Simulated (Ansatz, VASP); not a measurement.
**BN: VASP beside Ansatz**

```xyz
2
Lattice="0.0000 1.6604 1.8770 1.6604 0.0000 1.8770 1.6604 1.6604 0.0000" Properties=species:S:1:pos:R:3 pbc="T T T"
B     0.0000    0.0000    0.0000
N     2.4906    2.4906    2.8155
```

Change from the starting cell: strain -0.080 along x and y, +0.040 along z, atoms carried along.

Alike in both runs: task single point; functional r2SCAN; k mesh 12 × 12 × 12; occupations gaussian, width 0.05 eV; no spin polarisation.

|  | VASP | Ansatz |
| --- | --- | --- |
| version | VASP 6.6.1 | Ansatz 0.2.0 |
| potentials or method | VASP PAW PBE potentials, release 64 (B, N), cutoff 520 eV | scalar-relativistic, plane waves, PAW |
| valence electrons in the cell | 8 | 8 |

VASP gave:

```
gap on the k mesh at the Fermi level (eV)                     : 3.86
least direct gap on the mesh (eV)                             : 9.27
pressure (GPa)                                                : 64.5
traceless stress, the component that is largest in VASP (GPa) : -70.90
```

Q: Which values does Ansatz return?

A: gap on the k mesh at the Fermi level (eV): 3.89; least direct gap on the mesh (eV): 9.30; pressure (GPa): 62.8; traceless stress, the component that is largest in VASP (GPa): -71.09.

VASP's potentials were made for PBE, not for r2SCAN. Both programs put the cell under a high pressure, so it lies far from rest at this level. With one functional, cell and mesh, what is left measures potentials, basis and numerics.

Noted on VASP's run: the cell as given lies far from equilibrium.
